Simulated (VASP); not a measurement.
Wanted: the native input for a VASP 6.6.1 run.

* Task: relaxation of cell and atoms
* Functional: PBE
* Potentials or basis: VASP PAW PBE potentials, release 64 (Ba_sv, Sn_d, Au)
* Cutoff: 600 eV
* k mesh: 4 × 4 × 4
* Occupations: gaussian, width 0.1 eV
* Spin: no spin polarisation
* Dipole correction: no
* Further INCAR settings: ALGO = Normal; EDIFF = 1e-06; IBRION = 2; EDIFFG = -0.04; NSW = 90; ISIF = 3

The structure of BaSnAu lies in POSCAR:

```
BaSnAu
1.0
    4.0636649116      0.0000000000      0.0000000000
    0.0000000000      4.0636649116      0.0000000000
    0.0000000000      0.0000000000      6.2986486278
Ba Sn Au
1 1 1
Direct
    0.0000000000      0.0000000000      0.0000000000
    0.5000000000      0.5000000000      0.5000000000
    0.0000000000      0.0000000000      0.5000000000
```

The input as run:

INCAR

```
SYSTEM = BaSnAu
  PREC = Accurate
  ENCUT = 600
  EDIFF = 1E-6
  ISMEAR = 0
  SIGMA = 0.1
  LREAL = .False.
  LASPH = .True.
  NELM = 100
  ALGO = Normal
  ISIF = 3
  LWAVE = .False.
  LCHARG = .False.
  GGA = PE
  IBRION = 2
  NSW = 90
  EDIFFG = -0.04
```

KPOINTS

```
regular mesh
0
Gamma
  4 4 4
  0 0 0
```

Potentials or basis: VASP PAW PBE potentials, release 64 (Ba_sv, Sn_d, Au).

Command:

```console
$ cat potpaw_PBE.64/Ba_sv/POTCAR potpaw_PBE.64/Sn_d/POTCAR potpaw_PBE.64/Au/POTCAR > POTCAR
$ mpirun -np 1 vasp_std > vasp.out
```

It gave:

```json
{"Relaxed volume": "34.18 Å³/atom", "Relaxed cell": "a = 4.022 Å, b = 4.022 Å, c = 6.338 Å, α = 90.00°, β = 90.00°, γ = 90.00°", "Space group after relaxing (to 0.05 Å)": "P4/mmm (No. 123)", "Energy gained by relaxing": "2.4 meV/atom", "Ionic steps": "4", "Pressure after relaxing": "0.0 GPa"}
```

Caveat: the k points lie up to 0.39 Å⁻¹ apart in the final cell.

It took 96 s on 1 thread of AMD EPYC 7R43 64-Core Processor (Zen 3), with other jobs on the host, peak memory 0.22 GiB.
